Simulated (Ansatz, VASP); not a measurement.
## Cd3C2: VASP beside Ansatz

```
CELL_PARAMETERS angstrom
3.89386 0.00000 0.00000
-1.94693 3.37218 0.00000
0.00000 0.00000 6.00343
ATOMIC_POSITIONS crystal
Cd 0.00000 0.00000 0.00000
Cd 0.33333 0.66667 0.66215
Cd 0.66667 0.33333 0.33785
C 0.33333 0.66667 0.23847
C 0.66667 0.33333 0.76153
```

Alike in both runs: functional r2SCAN; k mesh 6 × 6 × 4; occupations gaussian, width 0.1 eV; no spin polarisation.

Ansatz relaxed the structure, and its values are those at the end. VASP's run is a single point on that final structure, the one shown.

|  | VASP | Ansatz |
| --- | --- | --- |
| version | VASP 6.6.1 | Ansatz 0.2.0 |
| potentials or method | VASP PAW PBE potentials, release 64 (Cd_sv_GW, C), cutoff 660 eV | scalar-relativistic, plane waves, PAW |
| valence electrons in the cell | 68 | 68 |

```csv
,VASP,Ansatz,Ansatz less VASP
gap on the k mesh at the Fermi level (eV),none,none,-
pressure (GPa),-0.2,-0.1,+0.11
rms of the force components (eV/Å),0.012,0.011,-0.0015
```

VASP's potentials were made for PBE, not for r2SCAN. A gap of «none» marks a metal or a gap that the smearing closes.
